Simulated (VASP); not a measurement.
A run of VASP 6.6.1:

File INCAR:

```
  PREC = Accurate
  ENCUT = 520
  EDIFF = 1E-6
  ISMEAR = -1
  SIGMA = 0.05
  LREAL = F
  LASPH = T
  NELM = 60
  ALGO = Normal
  ISIF = 2
  LWAVE = F
  LCHARG = F
  GGA = RP
  NBANDS = 25
```

The input KPOINTS:

```
Automatic mesh
0
Gamma
  10 10 5
```

The input POSCAR:

```
CuO
1.0
    2.3418500000     -1.7113000000      0.0000000000
    2.3418500000      1.7113000000      0.0000000000
   -0.8500274268      0.0000000000      5.0578693947
Cu O
2 2
Direct
    0.5000000000      0.0000000000      0.5000000000
    0.0000000000      0.5000000000      0.0000000000
    0.4184000000      0.5816000000      0.7500000000
    0.5816000000      0.4184000000      0.2500000000
```

Potentials or basis: VASP PAW PBE potentials, release 64 (Cu, O).

The run is started by

```sh
$ cat potpaw_PBE.64/Cu/POTCAR potpaw_PBE.64/O/POTCAR > POTCAR
$ mpirun -np 1 vasp_std > vasp.out
```

Hardware: 1 thread of Intel(R) Xeon(R) 6975P-C (Granite Rapids), on a shared host.

Question: Estimate the wall time of this run.

Answer: Wall time 58 s on 1 thread of Intel(R) Xeon(R) 6975P-C (Granite Rapids), with other jobs on the host, peak memory 0.24 GiB. Counts: scf iterations 15, k points 141.
